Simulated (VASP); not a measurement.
# NbW2 (P6/mmm) in VASP: relaxation of cell and atoms with PBE

Aim: the relaxation of cell and atoms of NbW2 with PBE.

All numbers are computed with VASP 6.6.1; they aren't measurements. Logs are shortened: lines on timing, memory, paths and dates and some standing lists are left out, and cuts for length are marked.

## 1. The cell of the first run

Symmetry: P6/mmm, No. 191, hexagonal system. Conventional cell: a = 4.803 Å, b = 4.803 Å, c = 2.586 Å, α = 90.00°, β = 90.00°, γ = 120.00°. Within 3.4 Å of Nb (site symmetry 6/mmm) lie 2 Nb at 2.59 Å and 12 W at 3.06 Å. W (site symmetry -6m2) has 5 W at 2.59 to 2.77 Å and 6 Nb at 3.06 Å within 3.4 Å.

## 2. Relaxation of cell and atoms, PBE

File INCAR:

```
PREC     = Accurate       # precision mode
ENCUT    = 600            # plane-wave cutoff, eV
EDIFF    = 1E-7           # SCF threshold, eV
ISMEAR   = 0              # smearing method
SIGMA    = 0.1            # smearing width, eV
LREAL    = False          # projectors in reciprocal space
LASPH    = True           # aspherical terms in the spheres
NELM     = 80             # most SCF steps
ALGO     = Fast           # electronic algorithm
ISIF     = 3              # what is computed and relaxed
LWAVE    = False          # write WAVECAR
LCHARG   = False          # write CHGCAR
GGA      = PE             # functional
IBRION   = 2              # ionic algorithm
NSW      = 100            # ionic steps
EDIFFG   = -0.01          # ionic threshold
```

File KPOINTS:

```
Automatic mesh
0
Gamma
  12 12 18
```

File POSCAR:

```
NbW2
1.0
    4.8033919858      0.0000000000      0.0000000000
   -2.4016959929      4.1598594840      0.0000000000
    0.0000000000      0.0000000000      2.5859111105
Nb W
1 2
Direct
    0.0000000000      0.0000000000      0.0000000000
    0.3333333333      0.6666666667      0.5000000000
    0.6666666667      0.3333333333      0.5000000000
```

Potentials or basis: VASP PAW PBE potentials, release 64 (Nb_sv, W_sv).

The run is started by

```sh
$ cat potpaw_PBE.64/Nb_sv/POTCAR potpaw_PBE.64/W_sv/POTCAR > POTCAR
$ mpirun -np 1 vasp_std > vasp.out
```

OUTCAR:

```text
PREC = Accurate
   ENCUT = 600
   EDIFF = 1E-7
   ISMEAR = 0
   LREAL = False
   LASPH = True
   NELM = 80
   ISIF = 3
   GGA = PE
   IBRION = 2
   NSW = 100
   EDIFFG = -0.01

 ion  position               nearest neighbor table
   1  0.000  0.000  0.000-   2 3.06   3 3.06   2 3.06   3 3.06   2 3.06   2 3.06   3 3.06   3 3.06
                             3 3.06   3 3.06   2 3.06   2 3.06
   2  0.333  0.667  0.500-   3 2.77   3 2.77   3 2.77   1 3.06   1 3.06   1 3.06   1 3.06   1 3.06
                             1 3.06
   3  0.667  0.333  0.500-   2 2.77   2 2.77   2 2.77   1 3.06   1 3.06   1 3.06   1 3.06   1 3.06
                             1 3.06

  LATTYP: Found a hexagonal cell.
 ALAT       =     4.8033919858
 C/A-ratio  =     0.5383510482

  Lattice vectors:

 A1 = (   4.8033919858,   0.0000000000,   0.0000000000)
 A2 = (  -2.4016959929,   4.1598594840,   0.0000000000)
 A3 = (   0.0000000000,   0.0000000000,   2.5859111105)

Analysis of symmetry for initial positions (statically):
=====================================================================
 Subroutine PRICEL returns:
 Original cell was already a primitive cell.

 Routine SETGRP: Setting up the symmetry group for a
 hexagonal supercell.

 Subroutine GETGRP returns: Found 24 space group operations
 (whereof 24 operations were pure point group operations)
 out of a pool of 24 trial point group operations.

The static configuration has the point symmetry D_6h.

Analysis of symmetry for dynamics (positions and initial velocities):
=====================================================================
 Subroutine PRICEL returns:
 Original cell was already a primitive cell.

 Routine SETGRP: Setting up the symmetry group for a
 hexagonal supercell.

 Subroutine GETGRP returns: Found 24 space group operations
 (whereof 24 operations were pure point group operations)
 out of a pool of 24 trial point group operations.

The dynamic configuration has the point symmetry D_6h.

 Subroutine INISYM returns: Found 24 space group operations
 (whereof 24 operations are pure point group operations),
 and found     1 'primitive' translations

----------------------------------------------------------------------------------------

                                     Primitive cell

  volume of cell :      51.6702

  direct lattice vectors                    reciprocal lattice vectors
     4.803391986  0.000000000  0.000000000     0.208186216  0.120196368  0.000000000
    -2.401695993  4.159859484  0.000000000     0.000000000  0.240392735  0.000000000
     0.000000000  0.000000000  2.585911111     0.000000000  0.000000000  0.386710895

  length of vectors
     4.803391986  4.803391986  2.585911111     0.240392735  0.240392735  0.386710895

  position of ions in fractional coordinates (direct lattice)
     0.000000000  0.000000000  0.000000000
     0.333333333  0.666666667  0.500000000
     0.666666667  0.333333333  0.500000000

  ion indices of the primitive-cell ions
   primitive index   ion index
                 1           1
                 2           2
                 3           3

----------------------------------------------------------------------------------------

 KPOINTS: Automatic mesh

Automatic generation of k-mesh.
 Grid dimensions read from file:
 generate k-points for:   12   12   18

 Generating k-lattice:

  Cartesian coordinates                     Fractional coordinates (reciprocal lattice)
     0.017348851  0.010016364  0.000000000     0.083333333  0.000000000  0.000000000
     0.000000000  0.020032728  0.000000000     0.000000000  0.083333333  0.000000000
     0.000000000  0.000000000  0.021483939     0.000000000  0.000000000  0.055555556

  Length of vectors
     0.020032728  0.020032728  0.021483939

  Shift w.r.t. Gamma in fractional coordinates (k-lattice)
     0.000000000  0.000000000  0.000000000

 Subroutine IBZKPT returns following result:
 ===========================================

 Found    190 irreducible k-points:

 Following reciprocal coordinates:
            Coordinates               Weight
  0.000000  0.000000  0.000000      1.000000
  0.083333 -0.000000  0.000000      6.000000
  0.166667 -0.000000  0.000000      6.000000
  0.250000 -0.000000  0.000000      6.000000
  0.333333 -0.000000  0.000000      6.000000
  0.416667 -0.000000  0.000000      6.000000
[... 16 lines left out ...]
  0.250000 -0.000000  0.055556     12.000000
  0.333333 -0.000000  0.055556     12.000000
 [... further k-points ...]
   k-points           NKPTS =    190   k-points in BZ     NKDIM =    190   number of bands    NBANDS=     24
   number of dos      NEDOS =    301   number of ions     NIONS =      3
   total plane-waves  NPLWV =  38400
   dimension x,y,z NGX =    40 NGY =   40 NGZ =   24
   dimension x,y,z NGXF=    80 NGYF=   80 NGZF=   48
   ions per type =               1   2
   NGX,Y,Z   is equivalent  to a cutoff of  13.84, 13.84, 15.43 a.u.
   NGXF,Y,Z  is equivalent  to a cutoff of  27.69, 27.69, 30.86 a.u.
 SYSTEM =  unknown system
   PREC   = accura    normal or accurate (medium, high low for compatibility)
   ISTART =      0    job   : 0-new  1-cont  2-samecut
   ICHARG =      2    charge: 1-file 2-atom 10-const
   ISPIN  =      1    spin polarized calculation?
   LNONCOLLINEAR =      F non collinear calculations
   LSORBIT =      F    spin-orbit coupling
   LASPH  =      T    aspherical Exc in radial PAW
   ENCUT  =  600.0 eV  44.10 Ry    6.64 a.u.   9.59  9.59  5.16*2*pi/ulx,y,z
   NELM   =     80;   NELMIN=  2; NELMDL= -5     # of ELM steps
   EDIFF  = 0.1E-06   stopping-criterion for ELM
   LREAL  =      F    real-space projection
   EDIFFG = -.1E-01   stopping-criterion for IOM
   NSW    =    100    number of steps for IOM
   IBRION =      2    ionic relax: 0-MD 1-quasi-New 2-CG
   NFREE  =      1    steps in history (QN), initial steepest desc. (CG)
   ISIF   =      3    stress and relaxation
   ISYM   =      2    0-nonsym 1-usesym 2-fastsym
   POTIM  = 0.5000    time-step for ionic-motion
   TEBEG  =    0.0;   TEEND  =   0.0 temperature during run
   PSTRESS=    0.0 pullay stress
   NELECT =      41.0000    total number of electrons
   NUPDOWN=      -1.0000    fix difference up-down
   EMIN   =  10.00;   EMAX   =-10.00  energy-range for DOS
   EFERMI =   0.00;   METHOD = LEGACY
   ISMEAR =     0;   SIGMA  =   0.10  broadening in eV -4-tet -1-fermi 0-gaus
   EFERMI_NEDOS =   21; number of points for ismear=-14 and -15
   IALGO  =     68    algorithm
   IMIX   =      4    mixing-type and parameters
     AMIX     =   0.40;   BMIX     =  1.00
     AMIX_MAG =   1.60;   BMIX_MAG =  1.00
  volume/ion in A,a.u.               =      17.22       116.23
  Fermi-wavevector in a.u.,A,eV,Ry     =   1.515617  2.864100 31.253857  2.297094
  Thomas-Fermi vector in A             =   2.625116
   LORBIT       =      0    0 simple, 1 ext, 2 COOP (PROOUT), +10 PAW based schemes
   GGA     = PE    functional components
   LHFCALC =     F    Hartree Fock is set to
   AEXX    =    0.0000 exact exchange contribution
   IVDW    =     0    specifies the selected vdW correction
   LEPSILON=     F    determine dielectric tensor
   LRPA    =     F    only Hartree local field effects (RPA)
 conjugate gradient relaxation of ions
 non-spin polarized calculation
 RMM-DIIS sequential band-by-band and
 Gauss-broadening in eV      SIGMA  =   0.10
  energy-cutoff  :      600.00
  volume of cell :       51.67
 maximum number of plane-waves:      1774
 NGX is ok and might be reduce to    40
   NGX = 19   NGY = 19   NGZ = 11

--------------------------------------- Ionic step        1  -------------------------------------------

 number of electron      41.0000001 magnetization

 Free energy of the ion-electron system (eV)
  ---------------------------------------------------
  ext. energy  EPLUGINS =         0.00000000
  ---------------------------------------------------
  free energy    TOTEN  =       -34.91848747 eV

  energy without entropy =      -34.90415504  energy(sigma->0) =      -34.91132126

------------------------ aborting loop because EDIFF is reached ----------------------------------------

  FORCE on cell =-STRESS in cart. coord.  units (eV):
  Direction    XX          YY          ZZ          XY          YZ          ZX
  --------------------------------------------------------------------------------------
  -------------------------------------------------------------------------------------
  Total       -0.6777304     -0.6777304      1.4354866      0.0000000      0.0000000      0.0000000
  in kB      -21.0148983    -21.0148983     44.5112148      0.0000000      0.0000000      0.0000000
  external PRESSURE =       0.8271394 kB  Pullay stress =       0.0000000 kB
[... 133 lines left out ...]
  energy  without entropy=      -34.9137145656  energy(sigma->0) =      -34.92101415

--------------------------------------- Ionic step        5  -------------------------------------------

 number of electron      40.9999999 magnetization

 Free energy of the ion-electron system (eV)
  ---------------------------------------------------
  ext. energy  EPLUGINS =         0.00000000
  ---------------------------------------------------
  free energy    TOTEN  =       -34.92874484 eV

  energy without entropy =      -34.91405668  energy(sigma->0) =      -34.92140076

 E-fermi :  10.7877     XC(G=0): -13.0068

 val. band max:       10.7861874704   @ k =   0.2500  -0.0000   0.2778
 cond. band min:      10.7879279195   @ k =   0.5000  -0.0000   0.3333
 fundamental gap:      0.0017404491
 Fermi energy:        10.7876892841

 k-point     1 :       0.0000    0.0000    0.0000
  band No.  band energies     occupation
      1     -63.0537      2.00000
      2     -62.9718      2.00000
      3     -43.9883      2.00000
      4     -27.5291      2.00000
      5     -27.5291      2.00000
      6     -26.9800      2.00000
[... 637 lines left out ...]
     23      12.3023      0.00000
     24      12.7751      0.00000

 [... further k-points ...]

------------------------ aborting loop because EDIFF is reached ----------------------------------------

  FORCE on cell =-STRESS in cart. coord.  units (eV):
  Direction    XX          YY          ZZ          XY          YZ          ZX
  --------------------------------------------------------------------------------------
  -------------------------------------------------------------------------------------
  Total        0.0026507      0.0026507     -0.0115331      0.0000000     -0.0000000     -0.0000000
  in kB        0.0822818      0.0822818     -0.3579991      0.0000000     -0.0000000     -0.0000000
  external PRESSURE =      -0.0644785 kB  Pullay stress =       0.0000000 kB
[... 18 lines left out ...]
  FREE ENERGIE OF THE ION-ELECTRON SYSTEM (eV)
  ---------------------------------------------------
  free  energy   TOTEN  =       -34.9287448400 eV

  energy  without entropy=      -34.9140566753  energy(sigma->0) =      -34.92140076

 reached required accuracy - stopping structural energy minimisation
```

Wall time 67 min (1 thread of Oxide Virtual Turin-like, shared host); peak memory 0.39 GiB.

Results:

- Free energy: -34.9287 eV
- Relaxed volume: 17.20 Å³/atom
- Relaxed cell: a = 4.778 Å, b = 4.778 Å, c = 2.610 Å, α = 90.00°, β = 90.00°, γ = 120.00°
- Space group after relaxing (to 0.1 Å): P6/mmm (No. 191)
- Energy gained by relaxing: 3.4 meV/atom
- Ionic steps: 5
- Pressure after relaxing: 0.0 GPa
- Band gap on the k mesh: zero (an odd number of electrons rules out a gap without spin polarisation)

The path:
| step | energy change (eV) | largest force (eV/Å) | pressure (GPa) | volume (Å³) |
| --- | --- | --- | --- | --- |
| 1 | 0.0000 | 0.0000 | 0.08 | 51.67 |
| 2 | 0.0073 | 0.0000 | -0.66 | 51.72 |
| 3 | -0.0102 | 0.0000 | -0.36 | 51.70 |
| 4 | -0.0098 | 0.0000 | 0.80 | 51.44 |
| 5 | -0.0103 | 0.0000 | -0.01 | 51.61 |

Final structure:
```
CELL_PARAMETERS angstrom
4.77815 0.00000 0.00000
-2.38908 4.13800 0.00000
0.00000 0.00000 2.61049
ATOMIC_POSITIONS crystal
Nb 0.00000 0.00000 0.00000
W 0.33333 0.66667 0.50000
W 0.66667 0.33333 0.50000
```

Caveat: spin-orbit coupling is left out, which moves the levels of the heavy elements.
